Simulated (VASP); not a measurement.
# ZnCd2Se2S (R3m) in VASP: relaxation of cell and atoms with PBE

Aim: the relaxation of cell and atoms of ZnCd2Se2S with PBE.

Program: VASP 6.6.1. These are calculated values, not measurements. Logs are shortened: lines on timing, memory, paths and dates and some standing lists are left out, and cuts for length are marked.

## (1) The cell of the first run

Symmetry: R3m, No. 160, trigonal system. The conventional cell has a = 4.201 Å, b = 4.201 Å, c = 31.093 Å, α = 90.00°, β = 90.00°, γ = 120.00°. Zn (site symmetry 3m) has 4 Se at 2.48 to 2.54 Å within 3.3 Å. Within 3.4 Å of Cd (site symmetry 3m) lie 1 S at 2.56 Å and 3 Se at 2.64 Å. Within 3.4 Å of Cd (site symmetry 3m) lie 3 S at 2.57 Å and 1 Se at 2.68 Å. Within 3.3 Å of Se (site symmetry 3m) lie 1 Zn at 2.48 Å and 3 Cd at 2.64 Å. Se (site symmetry 3m) has 3 Zn at 2.54 Å and 1 Cd at 2.68 Å within 3.4 Å. Within 3.4 Å of S (site symmetry 3m) lie 4 Cd at 2.56 to 2.57 Å.

The cell was generated, and may not be a known phase.

## (2) Relaxation of cell and atoms, PBE

File INCAR:

```
SYSTEM = ZnCd2Se2S
  PREC = Accurate
  ENCUT = 600
  EDIFF = 1E-7
  ISMEAR = 0
  SIGMA = 0.02
  LREAL = .FALSE.
  LASPH = .TRUE.
  NELM = 80
  ALGO = Normal
  ISIF = 3
  LWAVE = .FALSE.
  LCHARG = .FALSE.
  GGA = PE
  IBRION = 2
  NSW = 100
  EDIFFG = -0.01
```

File KPOINTS:

```
Automatic mesh
0
G
  6 6 6
  0 0 0
```

File POSCAR:

```
ZnCd2Se2S
1.0
    2.1004302000      1.2126839000     10.3644683000
   -2.1004302000      1.2126839000     10.3644683000
    0.0000000000     -2.4253678000     10.3644683000
Zn Cd Se S
1 2 2 1
Direct
    0.2644520000      0.2644520000      0.2644520000
    0.8181040000      0.8181040000      0.8181040000
    0.0417500000      0.0417500000      0.0417500000
    0.1846060000      0.1846060000      0.1846060000
    0.9554940000      0.9554940000      0.9554940000
    0.7359120000      0.7359120000      0.7359120000
```

Potentials or basis: VASP PAW PBE potentials, release 64 (Zn, Cd, Se, S).

The run is started by

```console
$ cat potpaw_PBE.64/Zn/POTCAR potpaw_PBE.64/Cd/POTCAR potpaw_PBE.64/Se/POTCAR potpaw_PBE.64/S/POTCAR > POTCAR
$ mpirun -np 1 vasp_std > vasp.out
```

OUTCAR:

```text
SYSTEM = ZnCd2Se2S
   PREC = Accurate
   ENCUT = 600
   EDIFF = 1E-7
   ISMEAR = 0
   LREAL = .FALSE.
   LASPH = .TRUE.
   NELM = 80
   ISIF = 3
   GGA = PE
   IBRION = 2
   NSW = 100
   EDIFFG = -0.01

 ion  position               nearest neighbor table
   1  0.264  0.264  0.264-   4 2.48   5 2.54   5 2.54   5 2.54
   2  0.818  0.818  0.818-   6 2.56   4 2.64   4 2.64   4 2.64
   3  0.042  0.042  0.042-   6 2.57   6 2.57   6 2.57   5 2.68
   4  0.185  0.185  0.185-   1 2.48   2 2.64   2 2.64   2 2.64
   5  0.955  0.955  0.955-   1 2.54   1 2.54   1 2.54   3 2.68
   6  0.736  0.736  0.736-   2 2.56   3 2.57   3 2.57   3 2.57

  LATTYP: Found a trigonal (rhomboedric) cell.
 ALAT       =    10.6444639324
 COS(alpha) =     0.9221248468

  Lattice vectors:

 A1 = (   2.1004302000,   1.2126839000,  10.3644683000)
 A2 = (  -2.1004302000,   1.2126839000,  10.3644683000)
 A3 = (   0.0000000000,  -2.4253678000,  10.3644683000)

Analysis of symmetry for initial positions (statically):
=====================================================================
 Subroutine PRICEL returns:
 Original cell was already a primitive cell.

 Routine SETGRP: Setting up the symmetry group for a
 trigonal (rhombohedral) supercell.

 Subroutine GETGRP returns: Found  6 space group operations
 (whereof  6 operations were pure point group operations)
 out of a pool of 12 trial point group operations.

The static configuration has the point symmetry C_3v.

Analysis of symmetry for dynamics (positions and initial velocities):
=====================================================================
 Subroutine PRICEL returns:
 Original cell was already a primitive cell.

 Routine SETGRP: Setting up the symmetry group for a
 trigonal (rhombohedral) supercell.

 Subroutine GETGRP returns: Found  6 space group operations
 (whereof  6 operations were pure point group operations)
 out of a pool of 12 trial point group operations.

The dynamic configuration has the point symmetry C_3v.

 Subroutine INISYM returns: Found  6 space group operations
 (whereof  6 operations are pure point group operations),
 and found     1 'primitive' translations

----------------------------------------------------------------------------------------

                                     Primitive cell

  volume of cell :     158.3996

  direct lattice vectors                    reciprocal lattice vectors
     2.100430200  1.212683900 10.364468300     0.238046473  0.137436200  0.032161161
    -2.100430200  1.212683900 10.364468300    -0.238046473  0.137436200  0.032161161
     0.000000000 -2.425367800 10.364468300     0.000000000 -0.274872399  0.032161161

  length of vectors
    10.644463932 10.644463932 10.644463918     0.276747488  0.276747488  0.276747495

  position of ions in fractional coordinates (direct lattice)
     0.264452000  0.264452000  0.264452000
     0.818104000  0.818104000  0.818104000
     0.041750000  0.041750000  0.041750000
     0.184606000  0.184606000  0.184606000
     0.955494000  0.955494000  0.955494000
     0.735912000  0.735912000  0.735912000

  ion indices of the primitive-cell ions
   primitive index   ion index
                 1           1
                 2           2
                 3           3
                 4           4
                 5           5
                 6           6

----------------------------------------------------------------------------------------

 KPOINTS: Automatic mesh

Automatic generation of k-mesh.
 Grid dimensions read from file:
 generate k-points for:    6    6    6

 Generating k-lattice:

  Cartesian coordinates                     Fractional coordinates (reciprocal lattice)
     0.039674412  0.022906033  0.005360193     0.166666667  0.000000000  0.000000000
    -0.039674412  0.022906033  0.005360193     0.000000000  0.166666667  0.000000000
     0.000000000 -0.045812067  0.005360193     0.000000000  0.000000000  0.166666667

  Length of vectors
     0.046124581  0.046124581  0.046124583

  Shift w.r.t. Gamma in fractional coordinates (k-lattice)
     0.000000000  0.000000000  0.000000000

 Subroutine IBZKPT returns following result:
 ===========================================

 Found     32 irreducible k-points:

 Following reciprocal coordinates:
            Coordinates               Weight
  0.000000  0.000000  0.000000      1.000000
  0.166667  0.000000 -0.000000      6.000000
  0.333333  0.000000 -0.000000      6.000000
  0.500000  0.000000 -0.000000      3.000000
  0.166667  0.166667 -0.000000      6.000000
  0.333333  0.166667 -0.000000     12.000000
[... 16 lines left out ...]
  0.500000  0.500000  0.166667      6.000000
 -0.333333  0.500000  0.166667     12.000000
 [... further k-points ...]
   k-points           NKPTS =     32   k-points in BZ     NKDIM =     32   number of bands    NBANDS=     32
   number of dos      NEDOS =    301   number of ions     NIONS =      6
   total plane-waves  NPLWV = 729000
   dimension x,y,z NGX =    90 NGY =   90 NGZ =   90
   dimension x,y,z NGXF=   180 NGYF=  180 NGZF=  180
   ions per type =               1   2   2   1
   NGX,Y,Z   is equivalent  to a cutoff of  14.06, 14.06, 14.06 a.u.
   NGXF,Y,Z  is equivalent  to a cutoff of  28.11, 28.11, 28.11 a.u.
 SYSTEM =  ZnCd2Se2S
   PREC   = accura    normal or accurate (medium, high low for compatibility)
   ISTART =      0    job   : 0-new  1-cont  2-samecut
   ICHARG =      2    charge: 1-file 2-atom 10-const
   ISPIN  =      1    spin polarized calculation?
   LNONCOLLINEAR =      F non collinear calculations
   LSORBIT =      F    spin-orbit coupling
   LASPH  =      T    aspherical Exc in radial PAW
   ENCUT  =  600.0 eV  44.10 Ry    6.64 a.u.  21.26 21.26 21.26*2*pi/ulx,y,z
   NELM   =     80;   NELMIN=  2; NELMDL= -5     # of ELM steps
   EDIFF  = 0.1E-06   stopping-criterion for ELM
   LREAL  =      F    real-space projection
   EDIFFG = -.1E-01   stopping-criterion for IOM
   NSW    =    100    number of steps for IOM
   IBRION =      2    ionic relax: 0-MD 1-quasi-New 2-CG
   NFREE  =      1    steps in history (QN), initial steepest desc. (CG)
   ISIF   =      3    stress and relaxation
   ISYM   =      2    0-nonsym 1-usesym 2-fastsym
   POTIM  = 0.5000    time-step for ionic-motion
   TEBEG  =    0.0;   TEEND  =   0.0 temperature during run
   PSTRESS=    0.0 pullay stress
   NELECT =      54.0000    total number of electrons
   NUPDOWN=      -1.0000    fix difference up-down
   EMIN   =  10.00;   EMAX   =-10.00  energy-range for DOS
   EFERMI =   0.00;   METHOD = LEGACY
   ISMEAR =     0;   SIGMA  =   0.02  broadening in eV -4-tet -1-fermi 0-gaus
   EFERMI_NEDOS =   21; number of points for ismear=-14 and -15
   IALGO  =     38    algorithm
   IMIX   =      4    mixing-type and parameters
     AMIX     =   0.40;   BMIX     =  1.00
     AMIX_MAG =   1.60;   BMIX_MAG =  1.00
  volume/ion in A,a.u.               =      26.40       178.16
  Fermi-wavevector in a.u.,A,eV,Ry     =   1.143637  2.161160 17.795123  1.307905
  Thomas-Fermi vector in A             =   2.280331
   LORBIT       =      0    0 simple, 1 ext, 2 COOP (PROOUT), +10 PAW based schemes
   GGA     = PE    functional components
   LHFCALC =     F    Hartree Fock is set to
   AEXX    =    0.0000 exact exchange contribution
   IVDW    =     0    specifies the selected vdW correction
   LEPSILON=     F    determine dielectric tensor
   LRPA    =     F    only Hartree local field effects (RPA)
 conjugate gradient relaxation of ions
 non-spin polarized calculation
 Gauss-broadening in eV      SIGMA  =   0.02
  energy-cutoff  :      600.00
  volume of cell :      158.40
 maximum number of plane-waves:      5352
 NGX is ok and might be reduce to    90
   NGX = 43   NGY = 43   NGZ = 43

--------------------------------------- Ionic step        1  -------------------------------------------

 number of electron      54.0000001 magnetization

 Free energy of the ion-electron system (eV)
  ---------------------------------------------------
  ext. energy  EPLUGINS =         0.00000000
  ---------------------------------------------------
  free energy    TOTEN  =       -17.56259347 eV

  energy without entropy =      -17.56259347  energy(sigma->0) =      -17.56259347

------------------------ aborting loop because EDIFF is reached ----------------------------------------

  FORCE on cell =-STRESS in cart. coord.  units (eV):
  Direction    XX          YY          ZZ          XY          YZ          ZX
  --------------------------------------------------------------------------------------
  -------------------------------------------------------------------------------------
  Total        0.2202355      0.2202355      0.2292828      0.0000000     -0.0000000      0.0000000
  in kB        2.2276334      2.2276333      2.3191450      0.0000000     -0.0000000      0.0000000
  external PRESSURE =       2.2581372 kB  Pullay stress =       0.0000000 kB

 VOLUME and BASIS-vectors are now :
 -----------------------------------------------------------------------------
  energy-cutoff  :      600.00
  volume of cell :      158.40
      direct lattice vectors                 reciprocal lattice vectors
     2.100430200  1.212683900 10.364468300     0.238046473  0.137436200  0.032161161
    -2.100430200  1.212683900 10.364468300    -0.238046473  0.137436200  0.032161161
     0.000000000 -2.425367800 10.364468300     0.000000000 -0.274872399  0.032161161

 POSITION                                       TOTAL-FORCE (eV/Angst)
 -----------------------------------------------------------------------------------
      0.00000      0.00000      8.22271         0.000000      0.000000      0.003362
      0.00000      0.00000     25.43764         0.000000     -0.000000     -0.002042
      0.00000      0.00000      1.29815         0.000000      0.000000     -0.004435
      0.00000      0.00000      5.74003         0.000000      0.000000      0.016927
      0.00000      0.00000     29.70956         0.000000      0.000000     -0.010807
      0.00000      0.00000     22.88201         0.000000      0.000000     -0.003005
 -----------------------------------------------------------------------------------
    total drift:                                0.000000      0.000002     -0.001050

  FREE ENERGIE OF THE ION-ELECTRON SYSTEM (eV)
  ---------------------------------------------------
  free  energy   TOTEN  =       -17.5625934667 eV

  energy  without entropy=      -17.5625934667  energy(sigma->0) =      -17.56259347

--------------------------------------- Ionic step        2  -------------------------------------------

 number of electron      54.0000001 magnetization

 Free energy of the ion-electron system (eV)
  ---------------------------------------------------
  ext. energy  EPLUGINS =         0.00000000
  ---------------------------------------------------
  free energy    TOTEN  =       -17.56305501 eV

  energy without entropy =      -17.56305501  energy(sigma->0) =      -17.56305501

 E-fermi :   1.1018     XC(G=0):  -8.8759

 val. band max:        1.0165664216   @ k =   0.0000   0.0000   0.0000
 cond. band min:       1.6722569975   @ k =   0.0000   0.0000   0.0000
 fundamental gap:      0.6556905759
 Fermi energy:         1.1017882619

 k-point     1 :       0.0000    0.0000    0.0000
  band No.  band energies     occupation
      1     -11.6076      2.00000
      2     -11.2280      2.00000
      3     -11.1665      2.00000
      4      -6.8964      2.00000
      5      -6.8964      2.00000
      6      -6.7910      2.00000
[... 24 lines left out ...]
     31       6.7943      0.00000
     32       6.7944      0.00000
[... 774 lines left out ...]
      2     -11.0423      2.00000
      3     -10.9549      2.00000
      4      -6.7917      2.00000
      5      -6.7370      2.00000
      6      -6.6521      2.00000
[... 24 lines left out ...]
     31       5.7596      0.00000
     32       6.4345      0.00000

 [... further k-points ...]

------------------------ aborting loop because EDIFF is reached ----------------------------------------

  FORCE on cell =-STRESS in cart. coord.  units (eV):
  Direction    XX          YY          ZZ          XY          YZ          ZX
  --------------------------------------------------------------------------------------
  -------------------------------------------------------------------------------------
  Total       -0.0479442     -0.0479442     -0.0538805      0.0000000     -0.0000000     -0.0000000
  in kB       -0.4823434     -0.4823433     -0.5420655      0.0000000     -0.0000000     -0.0000000
  external PRESSURE =      -0.5022507 kB  Pullay stress =       0.0000000 kB

 VOLUME and BASIS-vectors are now :
 -----------------------------------------------------------------------------
  energy-cutoff  :      600.00
  volume of cell :      159.25
      direct lattice vectors                 reciprocal lattice vectors
     2.104149622  1.214831309 10.383575561     0.237625687  0.137193259  0.032101980
    -2.104149622  1.214831309 10.383575561    -0.237625687  0.137193259  0.032101980
    -0.000000000 -2.429662618 10.383575561     0.000000000 -0.274386518  0.032101980

 POSITION                                       TOTAL-FORCE (eV/Angst)
 -----------------------------------------------------------------------------------
     -0.00000      0.00000      8.23803         0.000000     -0.000000     -0.001147
     -0.00000      0.00000     25.48444        -0.000000      0.000000      0.005312
     -0.00000      0.00000      1.30033         0.000000     -0.000000     -0.004573
     -0.00000      0.00000      5.75143        -0.000000      0.000000      0.004670
     -0.00000      0.00000     29.76381         0.000000      0.000000     -0.002777
     -0.00000      0.00000     22.92405         0.000000     -0.000000     -0.001484
 -----------------------------------------------------------------------------------
    total drift:                               -0.000000      0.000002     -0.000740

  FREE ENERGIE OF THE ION-ELECTRON SYSTEM (eV)
  ---------------------------------------------------
  free  energy   TOTEN  =       -17.5630550059 eV

  energy  without entropy=      -17.5630550059  energy(sigma->0) =      -17.56305501

 reached required accuracy - stopping structural energy minimisation
```

It took 46 min on 1 thread of Intel Xeon Platinum 8259CL at 2.50GHz (Skylake/Cascade Lake), shared host; peak memory 1.4 GiB.

What came out:

```
Free energy                           : -17.5631 eV
Relaxed volume                        : 26.54 Å³/atom
Relaxed cell                          : a = 10.664 Å, b = 10.664 Å, c = 10.664 Å, α = 22.76°, β = 22.76°, γ = 22.76°
Space group after relaxing (to 0.1 Å) : R3m (No. 160)
Energy gained by relaxing             : 0.1 meV/atom
Ionic steps                           : 2
Pressure after relaxing               : -0.1 GPa
Largest force after relaxing          : 0.005 eV/Å
Band gap on the k mesh                : 0.66 eV
```

Forces in eV/Å, atoms in the order of the input:
```
Zn   0.000  0.000 -0.001
Cd   0.000  0.000  0.005
Cd   0.000  0.000 -0.005
Se   0.000  0.000  0.005
Se   0.000  0.000 -0.003
S    0.000  0.000 -0.001
```

Step by step:
```csv
step,energy change (eV),largest force (eV/Å),pressure (GPa),volume (Å³)
1,0.0000,0.0169,0.23,158.40
2,-0.0005,0.0053,-0.05,159.25
```

Final structure:
```
CELL_PARAMETERS angstrom
2.10415 1.21483 10.38358
-2.10415 1.21483 10.38358
0.00000 -2.42966 10.38358
ATOMIC_POSITIONS crystal
Zn 0.26446 0.26446 0.26446
Cd 0.81810 0.81810 0.81810
Cd 0.04174 0.04174 0.04174
Se 0.18463 0.18463 0.18463
Se 0.95548 0.95548 0.95548
S 0.73591 0.73591 0.73591
```

Caveat: semilocal functionals underestimate gaps, and a narrow one can read as zero. A k mesh can miss the band edges.
